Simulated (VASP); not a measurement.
# Au (P6_3/mmc) in VASP: notebook

The runs below take Au through electric field gradients, with PBE.

Everything below comes from runs of VASP 6.6.1. Logs are shortened: lines on timing, memory, paths and dates and some standing lists are left out, and cuts for length are marked.

### 1 The cell of the first run

Symmetry: P6_3/mmc, No. 194, hexagonal system. The conventional cell has a = 2.900 Å, b = 2.900 Å, c = 4.880 Å, α = 90.00°, β = 90.00°, γ = 120.00°. Within 3.8 Å of Au (site symmetry -6m2) lie 12 Au at 2.90 to 2.96 Å.

### 2 Electric field gradients, PBE

Input file INCAR:

```
PREC     = Accurate       # precision mode
ENCUT    = 400            # plane-wave cutoff, eV
EDIFF    = 1E-8           # SCF threshold, eV
ISMEAR   = -1             # smearing method
SIGMA    = 0.03           # smearing width, eV
LREAL    = F              # projectors in reciprocal space
LASPH    = T              # aspherical terms in the spheres
NELM     = 120            # most SCF steps
ALGO     = Normal         # electronic algorithm
ISIF     = 2              # what is computed and relaxed
LWAVE    = F              # write WAVECAR
LCHARG   = F              # write CHGCAR
GGA      = PE             # functional
LEFG     = T            
NBANDS   = 26             # bands
GGA_COMPAT= F
```

Input file KPOINTS:

```
regular mesh
0
Gamma
  14 14 8
```

Input file POSCAR:

```
Au
1.0
    2.8999984104      0.0000000000      0.0000000000
   -1.4499992052      2.5114722944      0.0000000000
    0.0000000000      0.0000000000      4.8800000000
Au
2
Direct
    0.3333333333      0.6666666667      0.7500000000
    0.6666666667      0.3333333333      0.2500000000
```

Potentials or basis: VASP PAW PBE potentials, release 64 (Au_sv_GW).

The run is started by

```
> cat potpaw_PBE.64/Au_sv_GW/POTCAR > POTCAR
> mpirun -np 1 vasp_std > vasp.out
```

OUTCAR:

```text
PREC = Accurate
   ENCUT = 400
   EDIFF = 1E-8
   ISMEAR = -1
   LREAL = F
   LASPH = T
   NELM = 120
   ISIF = 2
   GGA = PE

 ion  position               nearest neighbor table
   1  0.333  0.667  0.750-   2 2.96   2 2.96   2 2.96   2 2.96   2 2.96   2 2.96
   2  0.667  0.333  0.250-   1 2.96   1 2.96   1 2.96   1 2.96   1 2.96   1 2.96

  LATTYP: Found a hexagonal cell.
 ALAT       =     2.8999984104
 C/A-ratio  =     1.6827595431

  Lattice vectors:

 A1 = (   2.8999984104,   0.0000000000,   0.0000000000)
 A2 = (  -1.4499992052,   2.5114722944,   0.0000000000)
 A3 = (   0.0000000000,   0.0000000000,   4.8800000000)

Analysis of symmetry for initial positions (statically):
=====================================================================
 Subroutine PRICEL returns:
 Original cell was already a primitive cell.

 Routine SETGRP: Setting up the symmetry group for a
 hexagonal supercell.

 Subroutine GETGRP returns: Found 24 space group operations
 (whereof 12 operations were pure point group operations)
 out of a pool of 24 trial point group operations.

The static configuration has the point symmetry D_3d.
 The point group associated with its full space group is D_6h.

Analysis of symmetry for dynamics (positions and initial velocities):
=====================================================================
 Subroutine PRICEL returns:
 Original cell was already a primitive cell.

 Routine SETGRP: Setting up the symmetry group for a
 hexagonal supercell.

 Subroutine GETGRP returns: Found 24 space group operations
 (whereof 12 operations were pure point group operations)
 out of a pool of 24 trial point group operations.

The dynamic configuration has the point symmetry D_3d.
 The point group associated with its full space group is D_6h.

 Subroutine INISYM returns: Found 24 space group operations
 (whereof 12 operations are pure point group operations),
 and found     1 'primitive' translations

----------------------------------------------------------------------------------------

                                     Primitive cell

  volume of cell :      35.5423

  direct lattice vectors                    reciprocal lattice vectors
     2.899998410  0.000000000  0.000000000     0.344827775  0.199086409  0.000000000
    -1.449999205  2.511472294  0.000000000     0.000000000  0.398172818  0.000000000
     0.000000000  0.000000000  4.880000000     0.000000000  0.000000000  0.204918033

  length of vectors
     2.899998410  2.899998410  4.880000000     0.398172818  0.398172818  0.204918033

  position of ions in fractional coordinates (direct lattice)
     0.333333333  0.666666667  0.750000000
     0.666666667  0.333333333  0.250000000

  ion indices of the primitive-cell ions
   primitive index   ion index
                 1           1
                 2           2

----------------------------------------------------------------------------------------

 KPOINTS: regular mesh

Automatic generation of k-mesh.
 Grid dimensions read from file:
 generate k-points for:   14   14    8

 Generating k-lattice:

  Cartesian coordinates                     Fractional coordinates (reciprocal lattice)
     0.024630555  0.014220458  0.000000000     0.071428571  0.000000000  0.000000000
     0.000000000  0.028440916  0.000000000     0.000000000  0.071428571  0.000000000
     0.000000000  0.000000000  0.025614754     0.000000000  0.000000000  0.125000000

  Length of vectors
     0.028440916  0.028440916  0.025614754

  Shift w.r.t. Gamma in fractional coordinates (k-lattice)
     0.000000000  0.000000000  0.000000000

 Subroutine IBZKPT returns following result:
 ===========================================

 Found    120 irreducible k-points:

 Following reciprocal coordinates:
            Coordinates               Weight
  0.000000  0.000000  0.000000      1.000000
  0.071429 -0.000000  0.000000      6.000000
  0.142857  0.000000  0.000000      6.000000
  0.214286 -0.000000  0.000000      6.000000
  0.285714  0.000000  0.000000      6.000000
  0.357143  0.000000  0.000000      6.000000
[... 16 lines left out ...]
  0.285714  0.285714  0.000000      6.000000
  0.357143  0.285714  0.000000      6.000000
 [... further k-points ...]
   k-points           NKPTS =    120   k-points in BZ     NKDIM =    120   number of bands    NBANDS=     26
   number of dos      NEDOS =    301   number of ions     NIONS =      2
   total plane-waves  NPLWV =  12800
   dimension x,y,z NGX =    20 NGY =   20 NGZ =   32
   dimension x,y,z NGXF=    40 NGYF=   40 NGZF=   64
   ions per type =               2
   NGX,Y,Z   is equivalent  to a cutoff of  11.47, 11.47, 10.90 a.u.
   NGXF,Y,Z  is equivalent  to a cutoff of  22.93, 22.93, 21.80 a.u.
 SYSTEM =  unknown system
   PREC   = accura    normal or accurate (medium, high low for compatibility)
   ISTART =      0    job   : 0-new  1-cont  2-samecut
   ICHARG =      2    charge: 1-file 2-atom 10-const
   ISPIN  =      1    spin polarized calculation?
   LNONCOLLINEAR =      F non collinear calculations
   LSORBIT =      F    spin-orbit coupling
   LASPH  =      T    aspherical Exc in radial PAW
   ENCUT  =  400.0 eV  29.40 Ry    5.42 a.u.   4.73  4.73  7.96*2*pi/ulx,y,z
   NELM   =    120;   NELMIN=  2; NELMDL= -5     # of ELM steps
   EDIFF  = 0.1E-07   stopping-criterion for ELM
   LREAL  =      F    real-space projection
   EDIFFG = 0.1E-06   stopping-criterion for IOM
   NSW    =      0    number of steps for IOM
   IBRION =     -1    ionic relax: 0-MD 1-quasi-New 2-CG
   NFREE  =      0    steps in history (QN), initial steepest desc. (CG)
   ISIF   =      2    stress and relaxation
   ISYM   =      2    0-nonsym 1-usesym 2-fastsym
   POTIM  = 0.5000    time-step for ionic-motion
   TEBEG  =    0.0;   TEEND  =   0.0 temperature during run
   PSTRESS=    0.0 pullay stress
   NELECT =      38.0000    total number of electrons
   NUPDOWN=      -1.0000    fix difference up-down
   EMIN   =  10.00;   EMAX   =-10.00  energy-range for DOS
   EFERMI =   0.00;   METHOD = LEGACY
   ISMEAR =    -1;   SIGMA  =   0.03  broadening in eV -4-tet -1-fermi 0-gaus
   EFERMI_NEDOS =   21; number of points for ismear=-14 and -15
   IALGO  =     38    algorithm
   IMIX   =      4    mixing-type and parameters
     AMIX     =   0.40;   BMIX     =  1.00
     AMIX_MAG =   1.60;   BMIX_MAG =  1.00
  volume/ion in A,a.u.               =      17.77       119.93
  Fermi-wavevector in a.u.,A,eV,Ry     =   1.673995  3.163391 38.127031  2.802258
  Thomas-Fermi vector in A             =   2.758868
   LORBIT       =      0    0 simple, 1 ext, 2 COOP (PROOUT), +10 PAW based schemes
   GGA     = PE    functional components
   LHFCALC =     F    Hartree Fock is set to
   AEXX    =    0.0000 exact exchange contribution
   IVDW    =     0    specifies the selected vdW correction
   LEPSILON=     F    determine dielectric tensor
   LRPA    =     F    only Hartree local field effects (RPA)
 non-spin polarized calculation
  energy-cutoff  :      400.00
  volume of cell :       35.54
 maximum number of plane-waves:       658
 NGX is ok and might be reduce to    20
   NGX =  9   NGY =  9   NGZ = 15

 number of electron      38.0000020 magnetization

 Free energy of the ion-electron system (eV)
  ---------------------------------------------------
  ext. energy  EPLUGINS =         0.00000000
  ---------------------------------------------------
  free energy    TOTEN  =        -5.15278239 eV

  energy without entropy =       -5.14890054  energy(sigma->0) =       -5.15084147

 E-fermi :   8.1601     XC(G=0): -13.0234

 val. band max:        8.1467454332   @ k =   0.3571   0.1429   0.2500
 cond. band min:       8.1795234833   @ k =   0.2857   0.2143   0.2500
 fundamental gap:      0.0327780501
 Fermi energy:         8.1601074504

 k-point     1 :       0.0000    0.0000    0.0000
  band No.  band energies     occupation
      1     -97.3583      2.00000
      2     -97.3501      2.00000
      3     -48.7701      2.00000
      4     -48.6298      2.00000
      5     -48.6298      2.00000
      6     -48.6068      2.00000
[... 18 lines left out ...]
     25      26.3283      0.00000
     26      26.3283      0.00000
[... 644 lines left out ...]
      4     -48.7320      2.00000
      5     -48.7248      2.00000
      6     -48.6993      2.00000
[... 18 lines left out ...]
     25      19.0314      0.00000
     26      19.2502      0.00000

 [... further k-points ...]

------------------------ aborting loop because EDIFF is reached ----------------------------------------

  FORCE on cell =-STRESS in cart. coord.  units (eV):
  Direction    XX          YY          ZZ          XY          YZ          ZX
  --------------------------------------------------------------------------------------
  -------------------------------------------------------------------------------------
  Total       -0.3869979     -0.3869979     -0.5550885      0.0000000      0.0000000      0.0000000
  in kB      -17.4450907    -17.4450907    -25.0222766      0.0000000      0.0000000      0.0000000
  external PRESSURE =     -19.9708193 kB  Pullay stress =       0.0000000 kB

 VOLUME and BASIS-vectors are now :
 -----------------------------------------------------------------------------
  energy-cutoff  :      400.00
  volume of cell :       35.54
      direct lattice vectors                 reciprocal lattice vectors
     2.899998410  0.000000000  0.000000000     0.344827775  0.199086409  0.000000000
    -1.449999205  2.511472294  0.000000000     0.000000000  0.398172818  0.000000000
     0.000000000  0.000000000  4.880000000     0.000000000  0.000000000  0.204918033

 POSITION                                       TOTAL-FORCE (eV/Angst)
 -----------------------------------------------------------------------------------
     -0.00000      1.67431      3.66000        -0.000000      0.000000      0.000000
      1.45000      0.83716      1.22000         0.000000      0.000000      0.000000
 -----------------------------------------------------------------------------------
    total drift:                               -0.000000      0.000000     -0.000000

  FREE ENERGIE OF THE ION-ELECTRON SYSTEM (eV)
  ---------------------------------------------------
  free  energy   TOTEN  =        -5.1527823917 eV

  energy  without entropy=       -5.1489005427  energy(sigma->0) =       -5.15084147

 Electric field gradients (V/A^2)
---------------------------------------------------------------------
 ion       V_xx      V_yy      V_zz      V_xy      V_xz      V_yz
---------------------------------------------------------------------
   1      -7.814    -7.811    15.626     0.002     0.000    -0.000
   2      -7.814    -7.811    15.626     0.002    -0.000     0.000
---------------------------------------------------------------------

 Electric field gradients after diagonalization (V/A^2)
 (convention: |V_zz| > |V_xx| > |V_yy|)
----------------------------------------------------------------------
 ion       V_xx      V_yy      V_zz     asymmetry (V_yy - V_xx)/ V_zz
----------------------------------------------------------------------
   1      -7.816    -7.810    15.626       0.000
   2      -7.816    -7.810    15.626       0.000
----------------------------------------------------------------------

           NMR quadrupolar parameters

 Cq : quadrupolar parameter    Cq=e*Q*V_zz/h
 eta: asymmetry parameters     (V_yy - V_xx)/ V_zz
 Q  : nuclear electric quadrupole moment in mb (millibarn)
----------------------------------------------------------------------
 ion       Cq(MHz)       eta       Q (mb)
----------------------------------------------------------------------
   1       0.038       0.000       1.000
   2       0.038       0.000       1.000
----------------------------------------------------------------------
```

It took 70 s on 1 thread of Intel Xeon Platinum 8488C (Sapphire Rapids), shared host; peak memory 0.18 GiB.

What came out:

```yaml
Free_energy: -5.1528 eV
Pressure: -2.0 GPa
Band_gap_on_the_k_mesh: zero (band 19 reaches 11.95 eV, above the bottom of band 20 at 5.57 eV)
```

Electric field gradients, principal values (V/Å²):
| atom | least | middle | greatest (by size) |
| --- | --- | --- | --- |
| 1 Au | -7.810 | -7.816 | 15.626 |
| 2 Au | -7.810 | -7.816 | 15.626 |

Caveat: without QUAD_EFG the Cq values of the log hold for a quadrupole moment of 1 mb, not for the nuclei; spin-orbit coupling is left out, which moves the levels of the heavy elements.

### 3 Electric field gradients, PBE (volume scaled by 0.9405)

Input file INCAR:

```
PREC = Accurate
ENCUT = 400
EDIFF = 1E-8
ISMEAR = -1
SIGMA = 0.03
LREAL = F
LASPH = T
NELM = 120
ALGO = Normal
ISIF = 2
LWAVE = F
LCHARG = F
GGA = PE
LEFG = T
NBANDS = 26
GGA_COMPAT = F
```

KPOINTS is that of step 2.

Input file POSCAR:

```
Au
1.0
    2.8413017565      0.0000000000      0.0000000000
   -1.4206508782      2.4606395010      0.0000000000
    0.0000000000      0.0000000000      4.7812276454
Au
2
Direct
    0.3333333333      0.6666666667      0.7500000000
    0.6666666667      0.3333333333      0.2500000000
```

Potentials or basis: VASP PAW PBE potentials, release 64 (Au_sv_GW).

The run is started by

```
> cat potpaw_PBE.64/Au_sv_GW/POTCAR > POTCAR
> mpirun -np 1 vasp_std > vasp.out
```

OUTCAR:

```text
PREC = Accurate
   ENCUT = 400
   EDIFF = 1E-8
   ISMEAR = -1
   LREAL = F
   LASPH = T
   NELM = 120
   ISIF = 2
   GGA = PE

 ion  position               nearest neighbor table
   1  0.333  0.667  0.750-   2 2.90   2 2.90   2 2.90   2 2.90   2 2.90   2 2.90
   2  0.667  0.333  0.250-   1 2.90   1 2.90   1 2.90   1 2.90   1 2.90   1 2.90

  LATTYP: Found a hexagonal cell.
 ALAT       =     2.8413017565
 C/A-ratio  =     1.6827595430

  Lattice vectors:

 A1 = (   2.8413017565,   0.0000000000,   0.0000000000)
 A2 = (  -1.4206508782,   2.4606395010,   0.0000000000)
 A3 = (   0.0000000000,   0.0000000000,   4.7812276454)

Analysis of symmetry for initial positions (statically):
=====================================================================
 Subroutine PRICEL returns:
 Original cell was already a primitive cell.

 Routine SETGRP: Setting up the symmetry group for a
 hexagonal supercell.

 Subroutine GETGRP returns: Found 24 space group operations
 (whereof 12 operations were pure point group operations)
 out of a pool of 24 trial point group operations.

The static configuration has the point symmetry D_3d.
 The point group associated with its full space group is D_6h.

Analysis of symmetry for dynamics (positions and initial velocities):
=====================================================================
 Subroutine PRICEL returns:
 Original cell was already a primitive cell.

 Routine SETGRP: Setting up the symmetry group for a
 hexagonal supercell.

 Subroutine GETGRP returns: Found 24 space group operations
 (whereof 12 operations were pure point group operations)
[... 158 lines left out ...]
 k-point     1 :       0.0000    0.0000    0.0000
  band No.  band energies     occupation
      1     -96.6223      2.00000
      2     -96.6115      2.00000
      3     -48.0630      2.00000
      4     -47.8817      2.00000
      5     -47.8817      2.00000
      6     -47.8517      2.00000
[... 685 lines left out ...]
     25      20.4808      0.00000
     26      20.6614      0.00000

 [... further k-points ...]

------------------------ aborting loop because EDIFF is reached ----------------------------------------

  FORCE on cell =-STRESS in cart. coord.  units (eV):
  Direction    XX          YY          ZZ          XY          YZ          ZX
  --------------------------------------------------------------------------------------
  -------------------------------------------------------------------------------------
  Total        1.8824565      1.8824565      1.5347588      0.0000000      0.0000000      0.0000000
  in kB       90.2258046     90.2258046     73.5607170      0.0000000      0.0000000      0.0000000
  external PRESSURE =      84.6707754 kB  Pullay stress =       0.0000000 kB

 VOLUME and BASIS-vectors are now :
 -----------------------------------------------------------------------------
  energy-cutoff  :      400.00
  volume of cell :       33.43
      direct lattice vectors                 reciprocal lattice vectors
     2.841301757  0.000000000  0.000000000     0.351951354  0.203199209  0.000000000
    -1.420650878  2.460639501  0.000000000     0.000000000  0.406398418  0.000000000
     0.000000000  0.000000000  4.781227645     0.000000000  0.000000000  0.209151305

 POSITION                                       TOTAL-FORCE (eV/Angst)
 -----------------------------------------------------------------------------------
     -0.00000      1.64043      3.58592         0.000000      0.000000      0.000000
      1.42065      0.82021      1.19531        -0.000000     -0.000000      0.000000
 -----------------------------------------------------------------------------------
    total drift:                               -0.000000      0.000000     -0.000000

  FREE ENERGIE OF THE ION-ELECTRON SYSTEM (eV)
  ---------------------------------------------------
  free  energy   TOTEN  =        -5.0585579632 eV

  energy  without entropy=       -5.0549727607  energy(sigma->0) =       -5.05676536

 Electric field gradients (V/A^2)
---------------------------------------------------------------------
 ion       V_xx      V_yy      V_zz      V_xy      V_xz      V_yz
---------------------------------------------------------------------
   1     -11.400   -11.396    22.797     0.004     0.000    -0.000
   2     -11.400   -11.396    22.797     0.004    -0.000     0.000
---------------------------------------------------------------------

 Electric field gradients after diagonalization (V/A^2)
 (convention: |V_zz| > |V_xx| > |V_yy|)
----------------------------------------------------------------------
 ion       V_xx      V_yy      V_zz     asymmetry (V_yy - V_xx)/ V_zz
----------------------------------------------------------------------
   1     -11.403   -11.394    22.797       0.000
   2     -11.403   -11.394    22.797       0.000
----------------------------------------------------------------------

           NMR quadrupolar parameters

 Cq : quadrupolar parameter    Cq=e*Q*V_zz/h
 eta: asymmetry parameters     (V_yy - V_xx)/ V_zz
 Q  : nuclear electric quadrupole moment in mb (millibarn)
----------------------------------------------------------------------
 ion       Cq(MHz)       eta       Q (mb)
----------------------------------------------------------------------
   1       0.055       0.000       1.000
   2       0.055       0.000       1.000
----------------------------------------------------------------------
```

Wall time 57 s (1 thread of AMD EPYC 9R45 (Zen 5), shared host); peak memory 0.15 GiB.

What came out:

```yaml
Free_energy: -5.0586 eV
Pressure: 8.5 GPa
Band_gap_on_the_k_mesh: zero (band 19 reaches 13.15 eV, above the bottom of band 20 at 6.41 eV)
```

Stress tensor (GPa, compression positive):
```
9.02 0.00 0.00
0.00 9.02 0.00
0.00 0.00 7.36
```

Levels at points of the mesh, in eV from the Fermi level:
```tsv
k point	band 15	band 16	band 17	band 18	band 19	band 20	band 21	band 22	band 23	band 24
(0.00, 0.00, 0.00)	-4.39	-3.65	-3.65	-2.25	-2.25	-1.24	2.75	14.59	15.70	16.79
(0.50, 0.00, 0.00)	-3.82	-2.01	-1.91	-1.72	0.38	1.65	5.84	7.38	7.54	10.48
(0.00, 0.00, 0.50)	-4.74	-4.74	-2.72	-2.72	-2.72	-2.72	10.75	10.75	14.91	14.91
(0.50, 0.00, 0.50)	-2.50	-2.50	-1.79	-1.79	0.43	0.43	4.11	4.11	13.33	13.33
```

Electric field gradients, principal values (V/Å²):
```tsv
atom	least	middle	greatest (by size)
1 Au	-11.394	-11.403	22.797
2 Au	-11.394	-11.403	22.797
```

Caveat: without QUAD_EFG the Cq values of the log hold for a quadrupole moment of 1 mb, not for the nuclei; spin-orbit coupling is left out, which moves the levels of the heavy elements.
